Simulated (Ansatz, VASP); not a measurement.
## Two plane-wave programs on Ta

```
Ta
1.0
    -1.64603    1.64603    1.64603
     1.64603   -1.64603    1.64603
     1.64603    1.64603   -1.64603
Ta
1
Direct
  0.00000 0.00000 0.00000
```

Alike in both runs: task relaxation of cell and atoms; functional PBE; k mesh 18 × 18 × 18; occupations gaussian, width 0.1 eV; no spin polarisation.

```csv
,VASP,Ansatz
version,VASP 6.6.1,Ansatz 0.2.0
potentials or method,"VASP PAW PBE potentials, release 64 (Ta_pv), cutoff 500 eV","scalar-relativistic, plane waves, PAW"
valence electrons in the cell,11,13
```

Ansatz gave:

```
gap on the k mesh at the Fermi level, each at its own relaxed structure (eV)  : none
relaxed volume (Å³/atom)                                                      : 18.28
relaxed length of the cell vector where the two differ most in proportion (Å) : 2.874
```

What did VASP give for the same quantities?

gap on the k mesh at the Fermi level, each at its own relaxed structure (eV): none; relaxed volume (Å³/atom): 18.29; relaxed length of the cell vector where the two differ most in proportion (Å): 2.875.

A gap of «none» marks a metal or a gap that the smearing closes. VASP's potentials hold 11 valence electrons a cell and Ansatz's 13, so a difference there can come from the potentials and not from the codes.

Neither program's run includes spin-orbit coupling.
